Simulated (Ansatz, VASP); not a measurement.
# One calculation of C, two programs

The input INCAR:

```
PREC = Accurate
ENCUT = 600
EDIFF = 1E-6
ISMEAR = -1
SIGMA = 0.01
LREAL = F
LASPH = T
NELM = 120
ALGO = Normal
ISIF = 2
LWAVE = F
LCHARG = F
GGA = PE
NBANDS = 11
GGA_COMPAT = F
```

Contents of KPOINTS:

```
Automatic mesh
0
Gamma
  14 14 14
```

The input POSCAR:

```
C
1.0
    0.0000000000      1.7833600000      1.7833600000
    1.7833600000      0.0000000000      1.7833600000
    1.7833600000      1.7833600000      0.0000000000
C
2
Direct
    0.5000000000      0.5000000000      0.5000000000
    0.7500000000      0.7500000000      0.7500000000
```

Input for Ansatz:

```yaml
crystal:
  lattice:
    - [0.0, 1.78336, 1.78336]
    - [1.78336, 0.0, 1.78336]
    - [1.78336, 1.78336, 0.0]
  atoms:
    - { symbol: C, position: [0.5, 0.5, 0.5] }
    - { symbol: C, position: [0.75, 0.75, 0.75] }
hamiltonian:
  xc: pbe
  pseudopotentials: { kind: paw }
basis:
  ecutwfc: 420
kpoints:
  mp_grid: { grid: [14, 14, 14] }
scf:
  occupations: { method: fermi_dirac, width: 0.01 }
  lower_state_search: "off"
  algorithm: density_mixing
  max_iter: 60
  mixing: {}
output:
  forces: true
  stress: true
```

Alike in both runs: task single point; functional PBE; k mesh 14 × 14 × 14; occupations fermi-dirac, width 0.01 eV; no spin polarisation.

```csv
,VASP,Ansatz
version,VASP 6.6.1,Ansatz 0.2.0
potentials or method,"VASP PAW PBE potentials, release 64 (C), cutoff 600 eV","PAW, plane waves, scalar-relativistic"
valence electrons in the cell,8,8
```

```tsv
	VASP	Ansatz	Ansatz less VASP
pressure (GPa)	1.8	1.8	0.00
```
